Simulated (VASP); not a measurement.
# MgO (Fm-3m) in VASP: a series of runs

The runs below take MgO through single point, with PBE.

Program: VASP 6.6.1. These are calculated values, not measurements. Logs are shortened: lines on timing, memory, paths and dates and some standing lists are left out, and cuts for length are marked.

### 1 The cell of the first run

It takes space group Fm-3m (No. 225, cubic). Conventional cell: a = 4.389 Å, b = 4.389 Å, c = 4.389 Å, α = 90.00°, β = 90.00°, γ = 90.00°. Mg (site symmetry m-3m) has 6 O at 2.19 Å within 2.9 Å. Within 2.9 Å of O (site symmetry m-3m) lie 6 Mg at 2.19 Å.

### 2 Single point, PBE

File INCAR:

```
PREC = Accurate ; ENCUT = 840
EDIFF = 1E-6 ; ISMEAR = -5
SIGMA = 0.1 ; LREAL = False
LASPH = True ; NELM = 120
ALGO = Normal ; ISIF = 2
LWAVE = False ; LCHARG = False
GGA = PE ; NBANDS = 15
GGA_COMPAT = False
```

File KPOINTS:

```
regular mesh
0
Gamma
  7 7 7
```

File POSCAR:

```
MgO
1.0
    0.0000000000      2.1944256300      2.1944256300
    2.1944256300      0.0000000000      2.1944256300
    2.1944256300      2.1944256300      0.0000000000
Mg O
1 1
Direct
    0.0000000000      0.0000000000      0.0000000000
    0.5000000000      0.5000000000      0.5000000000
```

Potentials or basis: VASP PAW PBE potentials, release 64 (Mg_sv, O).

The run is started by

```bash
$ cat potpaw_PBE.64/Mg_sv/POTCAR potpaw_PBE.64/O/POTCAR > POTCAR
$ mpirun -np 1 vasp_std > vasp.out
```

OUTCAR:

```text
PREC = Accurate
   ENCUT = 840
   EDIFF = 1E-6
   ISMEAR = -5
   LREAL = False
   LASPH = True
   NELM = 120
   ISIF = 2
   GGA = PE

 ion  position               nearest neighbor table
   1  0.000  0.000  0.000-
   2  0.500  0.500  0.500-

  LATTYP: Found a face centered cubic cell.
 ALAT       =     4.3888512600

  Lattice vectors:

 A1 = (   0.0000000000,   2.1944256300,   2.1944256300)
 A2 = (   2.1944256300,   0.0000000000,   2.1944256300)
 A3 = (   2.1944256300,   2.1944256300,   0.0000000000)

Analysis of symmetry for initial positions (statically):
=====================================================================
 Subroutine PRICEL returns:
 Original cell was already a primitive cell.

 Routine SETGRP: Setting up the symmetry group for a
 face centered cubic supercell.

 Subroutine GETGRP returns: Found 48 space group operations
 (whereof 48 operations were pure point group operations)
 out of a pool of 48 trial point group operations.

The static configuration has the point symmetry O_h .

Analysis of symmetry for dynamics (positions and initial velocities):
=====================================================================
 Subroutine PRICEL returns:
 Original cell was already a primitive cell.

 Routine SETGRP: Setting up the symmetry group for a
 face centered cubic supercell.

 Subroutine GETGRP returns: Found 48 space group operations
 (whereof 48 operations were pure point group operations)
 out of a pool of 48 trial point group operations.

The dynamic configuration has the point symmetry O_h .

 Subroutine INISYM returns: Found 48 space group operations
 (whereof 48 operations are pure point group operations),
 and found     1 'primitive' translations

----------------------------------------------------------------------------------------

                                     Primitive cell

  volume of cell :      21.1345

  direct lattice vectors                    reciprocal lattice vectors
     0.000000000  2.194425630  2.194425630    -0.227850055  0.227850055  0.227850055
     2.194425630  0.000000000  2.194425630     0.227850055 -0.227850055  0.227850055
     2.194425630  2.194425630  0.000000000     0.227850055  0.227850055 -0.227850055

  length of vectors
     3.103386488  3.103386488  3.103386488     0.394647871  0.394647871  0.394647871

  position of ions in fractional coordinates (direct lattice)
     0.000000000  0.000000000  0.000000000
     0.500000000  0.500000000  0.500000000

  ion indices of the primitive-cell ions
   primitive index   ion index
                 1           1
                 2           2

----------------------------------------------------------------------------------------

 KPOINTS: regular mesh

Automatic generation of k-mesh.
 Grid dimensions read from file:
 generate k-points for:    7    7    7

 Generating k-lattice:

  Cartesian coordinates                     Fractional coordinates (reciprocal lattice)
    -0.032550008  0.032550008  0.032550008     0.142857143  0.000000000  0.000000000
     0.032550008 -0.032550008  0.032550008     0.000000000  0.142857143  0.000000000
     0.032550008  0.032550008 -0.032550008     0.000000000  0.000000000  0.142857143

  Length of vectors
     0.056378267  0.056378267  0.056378267

  Shift w.r.t. Gamma in fractional coordinates (k-lattice)
     0.000000000  0.000000000  0.000000000

 TETIRR: Found     58 inequivalent tetrahedra from     2058

 Subroutine IBZKPT returns following result:
 ===========================================

 Found     20 irreducible k-points:

 Following reciprocal coordinates:
            Coordinates               Weight
  0.000000  0.000000  0.000000      1.000000
  0.142857  0.000000  0.000000      8.000000
  0.285714  0.000000  0.000000      8.000000
  0.428571  0.000000  0.000000      8.000000
  0.142857  0.142857  0.000000      6.000000
  0.285714  0.142857  0.000000     24.000000
[... 12 lines left out ...]
 -0.428571  0.428571  0.142857     24.000000
 -0.285714  0.428571  0.142857     24.000000
   k-points           NKPTS =     20   k-points in BZ     NKDIM =     20   number of bands    NBANDS=     15
   number of dos      NEDOS =    301   number of ions     NIONS =      2
   total plane-waves  NPLWV =  27000
   dimension x,y,z NGX =    30 NGY =   30 NGZ =   30
   dimension x,y,z NGXF=    60 NGYF=   60 NGZF=   60
   ions per type =               1   1
   NGX,Y,Z   is equivalent  to a cutoff of  16.07, 16.07, 16.07 a.u.
   NGXF,Y,Z  is equivalent  to a cutoff of  32.14, 32.14, 32.14 a.u.
 SYSTEM =  unknown system
   PREC   = accura    normal or accurate (medium, high low for compatibility)
   ISTART =      0    job   : 0-new  1-cont  2-samecut
   ICHARG =      2    charge: 1-file 2-atom 10-const
   ISPIN  =      1    spin polarized calculation?
   LNONCOLLINEAR =      F non collinear calculations
   LSORBIT =      F    spin-orbit coupling
   LASPH  =      T    aspherical Exc in radial PAW
   ENCUT  =  840.0 eV  61.74 Ry    7.86 a.u.   7.33  7.33  7.33*2*pi/ulx,y,z
   NELM   =    120;   NELMIN=  2; NELMDL= -5     # of ELM steps
   EDIFF  = 0.1E-05   stopping-criterion for ELM
   LREAL  =      F    real-space projection
   EDIFFG = 0.1E-04   stopping-criterion for IOM
   NSW    =      0    number of steps for IOM
   IBRION =     -1    ionic relax: 0-MD 1-quasi-New 2-CG
   NFREE  =      0    steps in history (QN), initial steepest desc. (CG)
   ISIF   =      2    stress and relaxation
   ISYM   =      2    0-nonsym 1-usesym 2-fastsym
   POTIM  = 0.5000    time-step for ionic-motion
   TEBEG  =    0.0;   TEEND  =   0.0 temperature during run
   PSTRESS=    0.0 pullay stress
   NELECT =      16.0000    total number of electrons
   NUPDOWN=      -1.0000    fix difference up-down
   EMIN   =  10.00;   EMAX   =-10.00  energy-range for DOS
   EFERMI =   0.00;   METHOD = LEGACY
   ISMEAR =    -5;   SIGMA  =   0.10  broadening in eV -4-tet -1-fermi 0-gaus
   EFERMI_NEDOS =   21; number of points for ismear=-14 and -15
   IALGO  =     38    algorithm
   IMIX   =      4    mixing-type and parameters
     AMIX     =   0.40;   BMIX     =  1.00
     AMIX_MAG =   1.60;   BMIX_MAG =  1.00
  volume/ion in A,a.u.               =      10.57        71.31
  Fermi-wavevector in a.u.,A,eV,Ry     =   1.492052  2.819569 30.289551  2.226219
  Thomas-Fermi vector in A             =   2.604629
   LORBIT       =      0    0 simple, 1 ext, 2 COOP (PROOUT), +10 PAW based schemes
   GGA     = PE    functional components
   LHFCALC =     F    Hartree Fock is set to
   AEXX    =    0.0000 exact exchange contribution
   IVDW    =     0    specifies the selected vdW correction
   LEPSILON=     F    determine dielectric tensor
   LRPA    =     F    only Hartree local field effects (RPA)
 non-spin polarized calculation
 Fermi weights with tetrahedron method with Bloechl corrections
  energy-cutoff  :      840.00
  volume of cell :       21.13
 maximum number of plane-waves:      1211
 NGX is ok and might be reduce to    30
   NGX = 15   NGY = 15   NGZ = 15

 number of electron      16.0000008 magnetization

 Free energy of the ion-electron system (eV)
  ---------------------------------------------------
  ext. energy  EPLUGINS =         0.00000000
  ---------------------------------------------------
  free energy    TOTEN  =       -11.81650122 eV

  energy without entropy =      -11.81650122  energy(sigma->0) =      -11.81650122

 E-fermi :   2.1707     XC(G=0): -10.7866

 val. band max:        2.0864407354   @ k =   0.0000   0.0000   0.0000
 cond. band min:       5.7190081974   @ k =   0.0000   0.0000   0.0000
 fundamental gap:      3.6325674620
 Fermi energy:         2.1706858585

 k-point     1 :       0.0000    0.0000    0.0000
  band No.  band energies     occupation
      1     -70.6346      2.00000
      2     -37.3710      2.00000
      3     -37.3710      2.00000
      4     -37.3710      2.00000
      5     -14.5822      2.00000
      6       2.0864      2.00000
      7       2.0864      2.00000
      8       2.0864      2.00000
      9       5.7190      0.00000
     10      17.1865      0.00000
     11      17.1865      0.00000
     12      17.1865      0.00000
     13      20.7874      0.00000
     14      22.4322      0.00000
     15      22.4322      0.00000

 k-point     2 :       0.1429    0.0000    0.0000
  band No.  band energies     occupation
      1     -70.6334      2.00000
      2     -37.3807      2.00000
      3     -37.3721      2.00000
      4     -37.3721      2.00000
      5     -14.4104      2.00000
      6       0.9616      2.00000
      7       1.9800      2.00000
      8       1.9800      2.00000
      9       6.8603      0.00000
     10      15.2514      0.00000
     11      17.5390      0.00000
     12      17.5390      0.00000
     13      21.1117      0.00000
     14      21.1117      0.00000
     15      22.5933      0.00000

 k-point     3 :       0.2857    0.0000    0.0000
  band No.  band energies     occupation
      1     -70.6313      2.00000
      2     -37.4025      2.00000
      3     -37.3744      2.00000
      4     -37.3744      2.00000
      5     -13.9945      2.00000
      6      -0.7457      2.00000
      7       1.7525      2.00000
      8       1.7525      2.00000
      9       8.4639      0.00000
     10      13.6139      0.00000
     11      17.6615      0.00000
     12      17.6615      0.00000
     13      21.1672      0.00000
     14      21.1672      0.00000
     15      21.9509      0.00000
[... 271 lines left out ...]
 k-point    19 :      -0.4286    0.4286    0.1429
  band No.  band energies     occupation
      1     -70.6283      2.00000
      2     -37.4101      2.00000
      3     -37.3928      2.00000
      4     -37.3876      2.00000
      5     -13.3968      2.00000
      6      -1.1497      2.00000
      7       0.3789      2.00000
      8       0.7941      2.00000
      9      11.6928      0.00000
     10      11.9820      0.00000
     11      13.6682      0.00000
     12      17.5662      0.00000
     13      20.1428      0.00000
     14      25.1172      0.00000
     15      26.8879      0.00000

 k-point    20 :      -0.2857    0.4286    0.1429
  band No.  band energies     occupation
      1     -70.6281      2.00000
      2     -37.4038      2.00000
      3     -37.4020      2.00000
      4     -37.3867      2.00000
      5     -13.3528      2.00000
      6      -0.6530      2.00000
      7      -0.4894      2.00000
      8       0.8219      2.00000
      9      12.2651      0.00000
     10      12.8777      0.00000
     11      13.1917      0.00000
     12      16.7387      0.00000
     13      21.0949      0.00000
     14      23.4036      0.00000
     15      26.9491      0.00000

------------------------ aborting loop because EDIFF is reached ----------------------------------------

  FORCE on cell =-STRESS in cart. coord.  units (eV):
  Direction    XX          YY          ZZ          XY          YZ          ZX
  --------------------------------------------------------------------------------------
  -------------------------------------------------------------------------------------
  Total       -1.5335807     -1.5335807     -1.5335807      0.0000000     -0.0000000      0.0000000
  in kB     -116.2584770   -116.2584770   -116.2584770      0.0000000     -0.0000000      0.0000000
  external PRESSURE =    -116.2584770 kB  Pullay stress =       0.0000000 kB

 VOLUME and BASIS-vectors are now :
 -----------------------------------------------------------------------------
  energy-cutoff  :      840.00
  volume of cell :       21.13
      direct lattice vectors                 reciprocal lattice vectors
     0.000000000  2.194425630  2.194425630    -0.227850055  0.227850055  0.227850055
     2.194425630  0.000000000  2.194425630     0.227850055 -0.227850055  0.227850055
     2.194425630  2.194425630  0.000000000     0.227850055  0.227850055 -0.227850055

 POSITION                                       TOTAL-FORCE (eV/Angst)
 -----------------------------------------------------------------------------------
      0.00000      0.00000      0.00000        -0.000000      0.000000     -0.000000
      2.19443      2.19443      2.19443         0.000000      0.000000      0.000000
 -----------------------------------------------------------------------------------
    total drift:                                0.000000      0.000000      0.000000

  FREE ENERGIE OF THE ION-ELECTRON SYSTEM (eV)
  ---------------------------------------------------
  free  energy   TOTEN  =       -11.8165012217 eV

  energy  without entropy=      -11.8165012217  energy(sigma->0) =      -11.81650122
```

It took 15 s on 1 thread of Intel Xeon Platinum 8259CL at 2.50GHz (Skylake/Cascade Lake), shared host; peak memory 0.16 GiB.

Results:

- Free energy: -11.8165 eV
- Pressure: -11.6 GPa
- Band gap on the k mesh: 3.63 eV

Caveat: the cell stands under tension. As with any semilocal functional, this PBE gap is likely too small.

### 3 Single point, PBE

File INCAR:

```
  PREC = Accurate
  ENCUT = 840
  EDIFF = 1E-6
  ISMEAR = -1
  SIGMA = 0.0134
  LREAL = False
  LASPH = True
  NELM = 120
  ALGO = Normal
  ISIF = 2
  LWAVE = False
  LCHARG = False
  GGA = PE
  NBANDS = 15
  GGA_COMPAT = False
```

File KPOINTS:

```
regular mesh
0
Gamma
  10 10 10
```

POSCAR is that of step 2.

Potentials or basis: VASP PAW PBE potentials, release 64 (Mg_sv, O).

The run is started by

```bash
$ cat potpaw_PBE.64/Mg_sv/POTCAR potpaw_PBE.64/O/POTCAR > POTCAR
$ mpirun -np 1 vasp_std > vasp.out
```

Run time: 36 s. Hardware: 1 thread of AMD EPYC 7R43 (Zen 3), shared host; peak memory 0.14 GiB.

It converged, with:

```yaml
Free_energy: -11.8166 eV
Pressure: -11.6 GPa
Band_gap_on_the_k_mesh: 3.63 eV
```

Levels at points of the mesh, in eV from the valence-band top:
| k point | band 6 | band 7 | band 8 | band 9 | band 10 | band 11 |
| --- | --- | --- | --- | --- | --- | --- |
| (0.00, 0.00, 0.00) | 0.00 | 0.00 | 0.00 | 3.63 | 15.10 | 15.10 |
| (0.50, 0.00, 0.00) | -4.10 | -0.53 | -0.53 | 7.15 | 11.25 | 15.10 |
| (0.50, 0.50, 0.00) | -3.58 | -1.18 | -1.18 | 8.73 | 8.95 | 11.85 |

Caveat: the cell stands under tension. A hybrid or GW would open this gap; PBE tends to underestimate it.

### 4 Single point, PBE

File INCAR:

```
SYSTEM = MgO
PREC     = Accurate       ! precision mode
ENCUT    = 840            ! plane-wave cutoff, eV
EDIFF    = 1E-6           ! SCF threshold, eV
ISMEAR   = -1             ! smearing method
SIGMA    = 0.0134         ! smearing width, eV
LREAL    = .FALSE.        ! projectors in reciprocal space
LASPH    = .TRUE.         ! aspherical terms in the spheres
NELM     = 120            ! most SCF steps
ALGO     = Normal         ! electronic algorithm
ISIF     = 2              ! what is computed and relaxed
LWAVE    = .FALSE.        ! write WAVECAR
LCHARG   = .FALSE.        ! write CHGCAR
GGA      = PE             ! functional
NBANDS   = 15             ! bands
GGA_COMPAT= .FALSE.
```

File KPOINTS:

```
regular mesh
0
G
  7 7 7
  0 0 0
```

POSCAR is that of step 3.

The run is started by

```bash
$ cat potpaw_PBE.64/Mg_sv/POTCAR potpaw_PBE.64/O/POTCAR > POTCAR
$ mpirun -np 1 vasp_std > vasp.out
```

It took 12 s on 1 thread of Intel Xeon Platinum 8259CL at 2.50GHz (Skylake/Cascade Lake), shared host; peak memory 0.17 GiB.

Results (log left out):

```yaml
Free_energy: -11.8165 eV
Pressure: -11.6 GPa
Band_gap_on_the_k_mesh: 3.63 eV
```

Levels at points of the mesh, in eV from the valence-band top:
```
           k point  band 6  band 7  band 8  band 9  band 10  band 11
(0.00, 0.00, 0.00)    0.00    0.00    0.00    3.63    15.10    15.10
```

Caveat: the cell stands under tension.

### 5 Summary

```tsv
k mesh	smearing	gap on the mesh (eV)	pressure (GPa)
7 × 7 × 7	tetrahedron	3.63	-11.6
10 × 10 × 10	fermi-dirac 0.0134 eV	3.63	-11.6
7 × 7 × 7	fermi-dirac 0.0134 eV	3.63	-11.6
```

Alike in all rows: task single point; level PBE; potentials or basis VASP PAW PBE potentials, release 64 (Mg_sv, O); no spin polarisation; cell as given; cutoff (eV) 840.

Caveats: the cell stands under tension.

Total energies depend on the potentials used, so only differences within one code and one set of settings carry meaning.
